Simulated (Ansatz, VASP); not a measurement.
## Cu in VASP and in Ansatz

```
CELL_PARAMETERS angstrom
2.57182 0.00000 0.00000
0.00000 2.57182 0.00000
0.00000 0.00000 3.61452
ATOMIC_POSITIONS crystal
Cu 0.00000 0.00000 0.00000
Cu 0.50000 0.50000 0.50000
```

Alike in both runs: functional PBE; k mesh 16 × 16 × 12; occupations methfessel-paxton of order 1, width 0.1 eV; no spin polarisation.

Ansatz relaxed the structure, and its values are those at the end. VASP's run is a single point on that final structure, the one shown.

|  | VASP | Ansatz |
| --- | --- | --- |
| version | VASP 6.6.1 | Ansatz 0.2.0 |
| potentials or method | VASP PAW PBE potentials, release 64 (Cu_sv_GW) | scalar-relativistic, plane waves, PAW |
| plane-wave cutoff (eV) | 700 | 420 |
| valence electrons in the cell | 38 | 38 |

Ansatz gave:

```
gap on the k mesh at the Fermi level (eV) : none
pressure (GPa)                            : 0.0
```

**Question.** Estimate VASP's values.

**Answer.** gap on the k mesh at the Fermi level (eV): none; pressure (GPa): -5.0.

A gap of «none» marks a metal or a gap that the smearing closes. One of these differences is far larger than is usual between the two programs; its cause wasn't traced.
